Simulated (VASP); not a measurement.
# Si16C17 (a cell with a defect) in VASP: notebook

Si16C17 (a cell with a defect) is run at these levels: PBE; tasks: single point.

Program: VASP 6.6.1. These are calculated values, not measurements. Logs are shortened: lines on timing, memory, paths and dates and some standing lists are left out, and cuts for length are marked.

### 1 The cell of the first run

The cell holds a defect, 33 atoms: a = 7.586 Å, b = 7.586 Å, c = 7.586 Å, α = 109.47°, β = 109.47°, γ = 109.47°.

### 2 Single point, PBE

Contents of INCAR:

```
PREC = Accurate
ENCUT = 520
EDIFF = 1E-6
ISMEAR = 0
SIGMA = 0.02
LREAL = Auto
LASPH = T
NELM = 80
ALGO = Normal
ISIF = 2
LWAVE = F
LCHARG = F
GGA = PE
NBANDS = 88
```

Contents of KPOINTS:

```
Automatic mesh
0
Gamma
  2 2 2
  0.5 0.5 0.5
```

Contents of POSCAR:

```
Si16C17
1.0
    4.3797259441      4.3797259441      4.3797259441
   -4.3797259441      4.3797259441     -4.3797259441
   -4.3797259441     -4.3797259441      4.3797259441
Si C
16 17
Direct
    0.2544039317     -0.0015056878      0.0001351683
    0.2371431485      0.7376383914      0.2288081521
    0.4985791412      0.7491843193      0.0023460372
    0.2458640138      0.4974973384      0.4950531215
    0.5022393017      0.5014653949      0.2507324691
    0.7479038739      0.4992342050      0.0019357376
    0.2467301639      0.2532739523      0.7475668665
    0.4947759352      0.2513790849      0.4943609549
    0.7568910800      0.2537073128      0.2663157501
    0.0109852764      0.2461024991      0.0032760041
    0.4224665022     -0.0589539170      0.6686309914
    0.7453646739      0.0004219442      0.5064017768
    0.0002852918     -0.0010796338      0.2516794462
    0.7527249518      0.7578250426      0.7561457137
   -0.0133242355      0.7450855468      0.4952218535
   -0.0025989069      0.4988924028      0.7487999345
    0.5026727764      0.2515310351      0.2480876689
    0.4773765589     -0.0115793775      0.4623408007
    0.7500037769     -0.0014569405      0.2537199848
    0.4942616336      0.7417478951      0.7504022037
    0.7453784875      0.7499162144      0.5020263889
   -0.0040556191      0.7464883743      0.2485230843
    0.4987462750      0.4978336608     -0.0010441293
    0.7464726199      0.4963792319      0.7498926969
    0.0014238334      0.5043281311      0.5053035346
    0.2580232221      0.5028641125      0.2506987912
    0.7913315911      0.2783615951      0.0447256295
    0.0007135150      0.2533079727      0.7509859160
    0.2475242775      0.2509126174      0.4985261699
    0.0111449896     -0.0019728403      0.0080067795
    0.2338572123     -0.0020953366      0.7425906419
    0.2457802186      0.7445929361     -0.0104944923
    0.6936939751      0.0815602402     -0.1490940320
```

Potentials or basis: VASP PAW PBE potentials, release 64 (Si, C).

Command:

```sh
> cat potpaw_PBE.64/Si/POTCAR potpaw_PBE.64/C/POTCAR > POTCAR
> mpirun -np 1 vasp_std > vasp.out
```

OUTCAR:

```text
PREC = Accurate
   ENCUT = 520
   EDIFF = 1E-6
   ISMEAR = 0
   LREAL = Auto
   LASPH = T
   NELM = 80
   ISIF = 2
   GGA = PE

 ion  position               nearest neighbor table
   1  0.254  0.998  0.000-  30 1.86  32 1.88  17 1.89  31 1.91   2 3.03  10 3.04   3 3.06   8 3.06
                            16 3.09  14 3.11   9 3.11   5 3.12  15 3.13  13 3.13   7 3.14
   2  0.237  0.738  0.229-  18 1.84  32 1.86  26 1.90  22 1.91  11 2.74  16 2.97   3 3.02   6 3.03
                             1 3.03  10 3.05  13 3.09   5 3.11   4 3.14
   3  0.499  0.749  0.002-  32 1.88  20 1.88  23 1.90  19 1.90   2 3.02   1 3.06   7 3.07   5 3.07
                             6 3.09  14 3.10  16 3.10  13 3.11  12 3.12   9 3.13   4 3.14
   4  0.246  0.497  0.495-  29 1.88  20 1.89  25 1.90  26 1.90  11 2.78   9 3.03  10 3.05   8 3.07
                             7 3.08  13 3.09   5 3.10  16 3.11   2 3.14  15 3.14  14 3.14   3 3.14
   5  0.502  0.501  0.251-  26 1.86  21 1.88  17 1.89  23 1.89  15 3.00  10 3.04   8 3.06   6 3.06
                             3 3.07  12 3.09   4 3.10   2 3.11   9 3.11   1 3.12   7 3.12  14 3.13
   6  0.748  0.499  0.002-  22 1.88  23 1.88  24 1.90  27 1.92   2 3.03  15 3.06   5 3.06   3 3.09
                            13 3.10   7 3.10  16 3.11  14 3.12   8 3.14
   7  0.247  0.253  0.748-  28 1.88  29 1.89  23 1.89  31 1.89  10 3.05  16 3.07  13 3.07   3 3.07
                            11 3.07   4 3.08   6 3.10   8 3.10  12 3.11   5 3.12   1 3.14  15 3.15
   8  0.495  0.251  0.494-  18 1.88  29 1.89  17 1.89  24 1.90   9 3.04  11 3.05   5 3.06   1 3.06
                            13 3.06   4 3.07   7 3.10  12 3.11  16 3.11  14 3.14   6 3.14
   9  0.757  0.254  0.266-  27 1.84  25 1.86  17 1.88  19 1.89  16 2.99   4 3.03   8 3.04  15 3.05
                            12 3.06  13 3.09   5 3.11   1 3.11   3 3.13
  10  0.011  0.246  0.003-  27 1.87  30 1.89  26 1.90  28 1.91  33 1.97  14 3.03   1 3.04   5 3.04
                             7 3.05   4 3.05   2 3.05  13 3.07  12 3.08  16 3.14
  11  0.422  0.941  0.669-  33 1.71  31 1.83  18 1.86  20 1.98  15 2.72   2 2.74   4 2.78   8 3.05
                            12 3.06   7 3.07
  12  0.745  0.000  0.506-  21 1.89  28 1.90  18 1.91  19 1.92  14 3.05   9 3.06  11 3.06  15 3.08
                            10 3.08  16 3.09   5 3.09   7 3.11   8 3.11   3 3.12
  13  0.000  0.999  0.252-  30 1.88  29 1.89  22 1.90  19 1.90   8 3.06  14 3.07  10 3.07   7 3.07
                            15 3.08   9 3.09   4 3.09   2 3.09   6 3.10   3 3.11   1 3.13
  14  0.753  0.758  0.756-  21 1.89  30 1.90  20 1.91  24 1.95  33 2.55  10 3.03  12 3.05  15 3.07
                            13 3.07   3 3.10   1 3.11  16 3.12   6 3.12   5 3.13   8 3.14   4 3.14
  15  0.987  0.745  0.495-  21 1.86  31 1.89  25 1.89  22 1.90  11 2.72   5 3.00   9 3.05   6 3.06
                            14 3.07  12 3.08  13 3.08  16 3.10   1 3.13   4 3.14   7 3.15
  16  0.997  0.499  0.749-  32 1.86  25 1.87  28 1.88  24 1.90   2 2.97   9 2.99   7 3.07  12 3.09
                             1 3.09  15 3.10   3 3.10   4 3.11   6 3.11   8 3.11  14 3.12  10 3.14
  17  0.503  0.252  0.248-   9 1.88   8 1.89   5 1.89   1 1.89
  18  0.477  0.988  0.462-   2 1.84  11 1.86   8 1.88  12 1.91
  19  0.750  0.999  0.254-   9 1.89   3 1.90  13 1.90  12 1.92
  20  0.494  0.742  0.750-   3 1.88   4 1.89  14 1.91  11 1.98
  21  0.745  0.750  0.502-  15 1.86   5 1.88  12 1.89  14 1.89
  22  0.996  0.746  0.249-   6 1.88  13 1.90  15 1.90   2 1.91
[... 9 lines left out ...]
  32  0.246  0.745  0.990-   2 1.86  16 1.86   3 1.88   1 1.88
  33  0.694  0.082  0.851-  27 1.42  11 1.71  10 1.97  14 2.55

  LATTYP: Found a body centered cubic cell.
 ALAT       =     8.7594518882

  Lattice vectors:

 A1 = (   4.3797259441,   4.3797259441,   4.3797259441)
 A2 = (  -4.3797259441,   4.3797259441,  -4.3797259441)
 A3 = (  -4.3797259441,  -4.3797259441,   4.3797259441)

Analysis of symmetry for initial positions (statically):
=====================================================================
 Subroutine PRICEL returns:
 Original cell was already a primitive cell.

 Routine SETGRP: Setting up the symmetry group for a
 body centered cubic supercell.

 Subroutine GETGRP returns: Found  1 space group operations
 (whereof  1 operations were pure point group operations)
 out of a pool of 48 trial point group operations.

The static configuration has the point symmetry C_1 .

Analysis of symmetry for dynamics (positions and initial velocities):
=====================================================================
 Subroutine PRICEL returns:
 Original cell was already a primitive cell.

 Routine SETGRP: Setting up the symmetry group for a
 body centered cubic supercell.

 Subroutine GETGRP returns: Found  1 space group operations
 (whereof  1 operations were pure point group operations)
[... 98 lines left out ...]
 Grid dimensions read from file:
 generate k-points for:    2    2    2

 Generating k-lattice:

  Cartesian coordinates                     Fractional coordinates (reciprocal lattice)
     0.000000000  0.057081197  0.057081197     0.500000000  0.000000000  0.000000000
    -0.057081197  0.057081197  0.000000000     0.000000000  0.500000000  0.000000000
    -0.057081197  0.000000000  0.057081197     0.000000000  0.000000000  0.500000000

  Length of vectors
     0.080725003  0.080725003  0.080725003

  Shift w.r.t. Gamma in fractional coordinates (k-lattice)
     0.500000000  0.500000000  0.500000000

 Subroutine IBZKPT returns following result:
 ===========================================

 Found      4 irreducible k-points:

 Following reciprocal coordinates:
            Coordinates               Weight
  0.250000  0.250000  0.250000      2.000000
 -0.250000  0.250000  0.250000      2.000000
  0.250000 -0.250000  0.250000      2.000000
  0.250000  0.250000 -0.250000      2.000000
   k-points           NKPTS =      4   k-points in BZ     NKDIM =      4   number of bands    NBANDS=     88
   number of dos      NEDOS =    301   number of ions     NIONS =     33
   total plane-waves  NPLWV = 175616
   dimension x,y,z NGX =    56 NGY =   56 NGZ =   56
   dimension x,y,z NGXF=   112 NGYF=  112 NGZF=  112
   ions per type =              16  17
   NGX,Y,Z   is equivalent  to a cutoff of  12.27, 12.27, 12.27 a.u.
   NGXF,Y,Z  is equivalent  to a cutoff of  24.54, 24.54, 24.54 a.u.
 SYSTEM =  unknown system
   PREC   = accura    normal or accurate (medium, high low for compatibility)
   ISTART =      0    job   : 0-new  1-cont  2-samecut
   ICHARG =      2    charge: 1-file 2-atom 10-const
   ISPIN  =      1    spin polarized calculation?
   LNONCOLLINEAR =      F non collinear calculations
   LSORBIT =      F    spin-orbit coupling
   LASPH  =      T    aspherical Exc in radial PAW
   ENCUT  =  520.0 eV  38.22 Ry    6.18 a.u.  14.10 14.10 14.10*2*pi/ulx,y,z
   NELM   =     80;   NELMIN=  2; NELMDL= -5     # of ELM steps
   EDIFF  = 0.1E-05   stopping-criterion for ELM
   LREAL  =      T    real-space projection
   EDIFFG = 0.1E-04   stopping-criterion for IOM
   NSW    =      0    number of steps for IOM
   IBRION =     -1    ionic relax: 0-MD 1-quasi-New 2-CG
   NFREE  =      0    steps in history (QN), initial steepest desc. (CG)
   ISIF   =      2    stress and relaxation
   ISYM   =      2    0-nonsym 1-usesym 2-fastsym
   POTIM  = 0.5000    time-step for ionic-motion
   TEBEG  =    0.0;   TEEND  =   0.0 temperature during run
   PSTRESS=    0.0 pullay stress
   NELECT =     132.0000    total number of electrons
   NUPDOWN=      -1.0000    fix difference up-down
   EMIN   =  10.00;   EMAX   =-10.00  energy-range for DOS
   EFERMI =   0.00;   METHOD = LEGACY
   ISMEAR =     0;   SIGMA  =   0.02  broadening in eV -4-tet -1-fermi 0-gaus
   EFERMI_NEDOS =   21; number of points for ismear=-14 and -15
   IALGO  =     38    algorithm
   IMIX   =      4    mixing-type and parameters
     AMIX     =   0.40;   BMIX     =  1.00
     AMIX_MAG =   1.60;   BMIX_MAG =  1.00
  volume/ion in A,a.u.               =      10.18        68.72
  Fermi-wavevector in a.u.,A,eV,Ry     =   1.198945  2.265677 19.557950  1.437469
  Thomas-Fermi vector in A             =   2.334821
   LORBIT       =      0    0 simple, 1 ext, 2 COOP (PROOUT), +10 PAW based schemes
   GGA     = PE    functional components
   LHFCALC =     F    Hartree Fock is set to
   AEXX    =    0.0000 exact exchange contribution
   IVDW    =     0    specifies the selected vdW correction
   LEPSILON=     F    determine dielectric tensor
   LRPA    =     F    only Hartree local field effects (RPA)
 non-spin polarized calculation
 Gauss-broadening in eV      SIGMA  =   0.02
  energy-cutoff  :      520.00
  volume of cell :      336.05
 maximum number of plane-waves:      9092
   NGX = 29   NGY = 29   NGZ = 29

 number of electron     132.0000001 magnetization

 Free energy of the ion-electron system (eV)
  ---------------------------------------------------
  ext. energy  EPLUGINS =         0.00000000
  ---------------------------------------------------
  free energy    TOTEN  =      -243.34345360 eV

  energy without entropy =     -243.34345360  energy(sigma->0) =     -243.34345360

 E-fermi :   9.1210     XC(G=0): -11.4028

 val. band max:        8.9686927679   @ k =   0.2500  -0.2500   0.2500
 cond. band min:       9.9678828076   @ k =   0.2500   0.2500   0.2500
 fundamental gap:      0.9991900398
 Fermi energy:         9.1209765596

 k-point     1 :       0.2500    0.2500    0.2500
  band No.  band energies     occupation
      1      -7.3602      2.00000
      2      -6.2859      2.00000
      3      -6.1147      2.00000
      4      -6.0791      2.00000
      5      -4.8658      2.00000
      6      -3.7503      2.00000
[... 313 lines left out ...]
     77      13.3824      0.00000
     78      13.4800      0.00000
 [bands above 78 left out]

------------------------ aborting loop because EDIFF is reached ----------------------------------------

  FORCE on cell =-STRESS in cart. coord.  units (eV):
  Direction    XX          YY          ZZ          XY          YZ          ZX
  --------------------------------------------------------------------------------------
  -------------------------------------------------------------------------------------
  Total        9.4223847     11.5759753     17.8221249     -0.7214633      8.4147424     -6.5367838
  in kB       44.9231928     55.1908869     84.9707135     -3.4397275     40.1190471    -31.1654863
  external PRESSURE =      61.6949311 kB  Pullay stress =       0.0000000 kB

 VOLUME and BASIS-vectors are now :
 -----------------------------------------------------------------------------
  energy-cutoff  :      520.00
  volume of cell :      336.05
      direct lattice vectors                 reciprocal lattice vectors
     4.379725944  4.379725944  4.379725944     0.000000000  0.114162394  0.114162394
    -4.379725944  4.379725944 -4.379725944    -0.114162394  0.114162394  0.000000000
    -4.379725944 -4.379725944  4.379725944    -0.114162394  0.000000000  0.114162394

 POSITION                                       TOTAL-FORCE (eV/Angst)
 -----------------------------------------------------------------------------------
     -3.25950      5.48676     -3.25832         0.002857     -0.037565     -0.035866
     -3.19415      3.26716     -1.18992        -0.019518     -0.000103      0.050153
     -1.10786      5.45459     -1.08731         0.050182      0.004775     -0.078270
     -3.27028      1.08752      1.06611         0.103176     -0.130660      0.051094
     -1.09475      3.29781      1.10153         0.003441      0.002292      0.016317
      1.08063      5.45364      1.09758        -0.120782      0.080854     -0.035076
[... 25 lines left out ...]
     -6.51843      0.00380      2.14910        -0.026900     -0.029025     -0.002416
     -1.04576     -0.33133      6.40771        -0.405584      0.529440     -0.255701
 -----------------------------------------------------------------------------------
    total drift:                                0.019905      0.015355      0.011185

  FREE ENERGIE OF THE ION-ELECTRON SYSTEM (eV)
  ---------------------------------------------------
  free  energy   TOTEN  =      -243.3434535964 eV

  energy  without entropy=     -243.3434535964  energy(sigma->0) =     -243.34345360
```

It took 90 s on 1 thread of Intel Xeon 6975P-C (Granite Rapids), shared host; peak memory 0.43 GiB.

Results:

```
Free energy            : -243.3435 eV
Pressure               : 6.2 GPa
Largest force          : 0.714 eV/Å
Band gap on the k mesh : 1.00 eV
```

Forces on the atoms (eV/Å):
```
Si   0.003 -0.038 -0.036
Si  -0.020  0.000  0.050
Si   0.050  0.005 -0.078
Si   0.103 -0.131  0.051
Si   0.003  0.002  0.016
Si  -0.121  0.081 -0.035
Si   0.057 -0.007  0.028
Si   0.021 -0.065  0.043
Si  -0.034 -0.013 -0.031
Si   0.026  0.063  0.019
Si   0.083 -0.181  0.307
Si   0.049  0.048 -0.027
Si   0.022 -0.006 -0.014
Si   0.002 -0.077 -0.068
Si  -0.001  0.015  0.027
Si  -0.004  0.005  0.015
C   -0.002 -0.048 -0.008
C   -0.021 -0.060  0.135
C    0.038  0.027 -0.080
C    0.287 -0.302 -0.144
C    0.006  0.023  0.006
C   -0.029  0.042  0.015
C    0.006 -0.016  0.001
C   -0.011 -0.003  0.000
C    0.018 -0.025 -0.001
C    0.019 -0.002  0.029
C   -0.279  0.267  0.050
C    0.038  0.029  0.001
C    0.101 -0.085  0.022
C   -0.007 -0.038 -0.075
C    0.029 -0.010  0.041
C   -0.027 -0.029 -0.002
C   -0.406  0.529 -0.256
```

[end of part 1 of 2]
